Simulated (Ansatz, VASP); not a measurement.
## CdSe in VASP and in Ansatz

The input INCAR:

```
  PREC = Accurate
  ENCUT = 500
  EDIFF = 1E-6
  ISMEAR = 0
  SIGMA = 0.01
  LREAL = F
  LASPH = T
  NELM = 120
  ALGO = Normal
  ISIF = 2
  LWAVE = F
  LCHARG = F
  GGA = PS
  NBANDS = 16
  GGA_COMPAT = F
```

File KPOINTS:

```
regular mesh
0
Gamma
  8 8 8
```

The input POSCAR:

```
CdSe
1.0
    0.0000000000      3.0410731557      3.0410731557
    3.0410731557      0.0000000000      3.0410731557
    3.0410731557      3.0410731557      0.0000000000
Cd Se
1 1
Direct
    0.0000000000      0.0000000000      0.0000000000
    0.2500000000      0.2500000000      0.2500000000
```

Input for Ansatz:

```yaml
crystal:
  lattice:
    - [0.0, 3.0410731557, 3.0410731557]
    - [3.0410731557, 0.0, 3.0410731557]
    - [3.0410731557, 3.0410731557, 0.0]
  atoms:
    - { symbol: Cd, position: [0.0, 0.0, 0.0] }
    - { symbol: Se, position: [0.25, 0.25, 0.25] }
basis: {}
kpoints:
  mp_grid: { grid: [8, 8, 8] }
  band_path:
    path:
      - [0.0, 0.0, 0.0]
      - [0.0, 0.0, 0.0]
      - [0.0, 0.0, 0.0]
      - [0.0, 0.0, 0.0]
      - [0.0, 0.0, 0.0]
      - [0.0, 0.0, 0.0]
      - [0.0, 0.0, 0.0]
      - [0.0, 0.0, 0.0]
      - [0.0, 0.0, 0.0]
      - [0.0, 0.0, 0.0]
      - [0.0, 0.0, 0.0]
      - [0.0, 0.0, 0.0]
      - [0.0, 0.0, 0.0]
      - [0.0, 0.0, 0.0]
      - [0.0, 0.0, 0.0]
      - [0.0, 0.0, 0.0]
      - [0.0, 0.0, 0.0]
      - [0.0, 0.0, 0.0]
      - [0.0, 0.0, 0.0]
      - [0.0, 0.0, 0.0]
      - [0.0, 0.0, 0.0]
      - [0.0, 0.0, 0.0]
      - [0.0, 0.0, 0.0]
      - [0.0, 0.0, 0.0]
      - [0.0, 0.0, 0.0]
      - [0.0, 0.0, 0.0]
      - [0.3, 0.3, 0.0]
      - [0.3166666667, 0.3166666667, 0.0]
      - [0.3333333333, 0.3333333333, 0.0]
      - [0.35, 0.35, 0.0]
      - [0.3666666667, 0.3666666667, 0.0]
      - [0.3833333333, 0.3833333333, 0.0]
      - [0.4, 0.4, 0.0]
      - [0.4166666667, 0.4166666667, 0.0]
      - [0.4333333333, 0.4333333333, 0.0]
      - [0.45, 0.45, 0.0]
      - [0.4666666667, 0.4666666667, 0.0]
      - [0.4833333333, 0.4833333333, 0.0]
      - [0.5, 0.5, 0.0]
      - [0.5, 0.5, 0.5]
      - [0.5, 0.5, 0.5]
      - [0.5, 0.5, 0.5]
      - [0.5, 0.5, 0.5]
      - [0.5, 0.5, 0.5]
      - [0.5, 0.5, 0.5]
      - [0.5, 0.5, 0.5]
      - [0.5, 0.5, 0.5]
      - [0.5, 0.5, 0.5]
      - [0.5, 0.5, 0.5]
      - [0.5, 0.5, 0.5]
      - [0.5, 0.5, 0.5]
      - [0.5, 0.5, 0.5]
    npoints: 1
hamiltonian:
  xc: pbesol
  pseudopotentials: { kind: all_electron, lapw: {} }
scf:
  occupations: { method: fixed }
  n_extra_bands: 5
output:
  eigenvalues: true
```

Alike in both runs: task single point; functional PBEsol; k mesh 8 × 8 × 8; no spin polarisation.

|  | VASP | Ansatz |
| --- | --- | --- |
| version | VASP 6.6.1 | Ansatz 0.2.0 |
| potentials or method | VASP PAW PBE potentials, release 64 (Cd, Se), cutoff 500 eV | scalar-relativistic, all-electron LAPW |
| occupations | gaussian, width 0.01 eV | fixed |

```csv
,VASP,Ansatz,Ansatz less VASP
gap on the k mesh at the Fermi level (eV),0.48,0.48,-0.002
least direct gap on the mesh (eV),0.48,0.48,-0.002
```

VASP's potentials were made for PBE, not for PBEsol. Ansatz ran all-electron here, and VASP with PAW potentials.
